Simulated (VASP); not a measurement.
Crystal: NbSi.

```
Nb Si
1.0
     3.15644    0.00000    0.00000
     0.00000    3.15644    0.00000
     0.00000    0.00000    3.15644
Nb Si
1 1
Direct
  0.00000 0.00000 0.00000
  0.50000 0.50000 0.50000
```

```yaml
Program: VASP 6.6.1
Task: relaxation of cell and atoms
Functional: PBEsol-based screened hybrid with 25 % exact exchange
Potentials_or_basis: VASP PAW PBE potentials, release 64 (Nb_sv, Si)
Cutoff: 600 eV
k_mesh: 4 × 4 × 4
Occupations: fermi-dirac, width 0.05 eV
Spin: no spin polarisation
```

At the start: pressure -4.6 GPa; volume 15.72 Å³/atom.

Q: How do energy, volume and symmetry change on relaxing?

A: Over 3 steps the energy falls by 5.7 meV/atom and the volume is 15.34 Å³/atom (-2.4 %); space group Pm-3m (No. 221, to 0.1 Å) before and after.

Step by step:
| step | energy change (eV) | largest force (eV/Å) | pressure (GPa) | volume (Å³) |
| --- | --- | --- | --- | --- |
| 1 | 0.0000 | 0.0000 | -4.60 | 31.45 |
| 2 | 0.0205 | 0.0000 | 8.54 | 29.44 |
| 3 | -0.0114 | 0.0000 | -0.03 | 30.68 |

Final structure:
```cif
data_structure
_symmetry_space_group_name_H-M 'P 1'
_symmetry_Int_Tables_number 1
_cell_length_a 3.1306
_cell_length_b 3.1306
_cell_length_c 3.1306
_cell_angle_alpha 90.000
_cell_angle_beta 90.000
_cell_angle_gamma 90.000
_cell_volume 30.68
loop_
_atom_site_label
_atom_site_type_symbol
_atom_site_fract_x
_atom_site_fract_y
_atom_site_fract_z
_atom_site_occupancy
Nb1 Nb 0.00000 0.00000 0.00000 1
Si1 Si 0.50000 0.50000 0.50000 1
```

Caveat: the k points lie up to 0.50 Å⁻¹ apart in the final cell, too coarse for converged energies and pressures of a metal; the PAW data sets were made with another functional, which shifts forces and pressure a little.
